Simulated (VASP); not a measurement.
The system is Ca3Si.

```
CELL_PARAMETERS angstrom
4.59910 0.00000 0.00000
0.00000 4.59910 0.00000
0.00000 0.00000 4.59910
ATOMIC_POSITIONS crystal
Ca 0.00000 0.50000 0.50000
Ca 0.50000 0.00000 0.50000
Ca 0.50000 0.50000 0.00000
Si 0.00000 0.00000 0.00000
```

```yaml
Program: VASP 6.6.1
Task: relaxation of cell and atoms
Functional: PBE
Potentials_or_basis: VASP PAW PBE potentials, release 64 (Ca_sv, Si)
Cutoff: 600 eV
k_mesh: 4 × 4 × 4
Occupations: gaussian, width 0.1 eV
Spin: no spin polarisation
```

At the start: pressure 6.4 GPa; volume 24.32 Å³/atom.

Q: Where does the relaxation end?

A: Over 3 steps the energy falls by 70.6 meV/atom and the volume is 28.28 Å³/atom (+16.3 %); space group Pm-3m (No. 221, to 0.1 Å) before and after.

Step by step:
```
step  energy change (eV)  largest force (eV/Å)  pressure (GPa)  volume (Å³)
   1              0.0000                0.0000            6.43        97.28
   2             -0.2805                0.0000            0.40       111.67
   3             -0.2822                0.0000           -0.03       113.11
```

Final structure:
```cif
data_structure
_symmetry_space_group_name_H-M 'P 1'
_symmetry_Int_Tables_number 1
_cell_length_a 4.8362
_cell_length_b 4.8362
_cell_length_c 4.8362
_cell_angle_alpha 90.000
_cell_angle_beta 90.000
_cell_angle_gamma 90.000
_cell_volume 113.11
loop_
_atom_site_label
_atom_site_type_symbol
_atom_site_fract_x
_atom_site_fract_y
_atom_site_fract_z
_atom_site_occupancy
Ca1 Ca 0.00000 0.50000 0.50000 1
Ca2 Ca 0.50000 0.00000 0.50000 1
Ca3 Ca 0.50000 0.50000 0.00000 1
Si1 Si 0.00000 0.00000 0.00000 1
```

Caveat: the volume moved by over 15 % at a fixed basis, so the end points are rough.
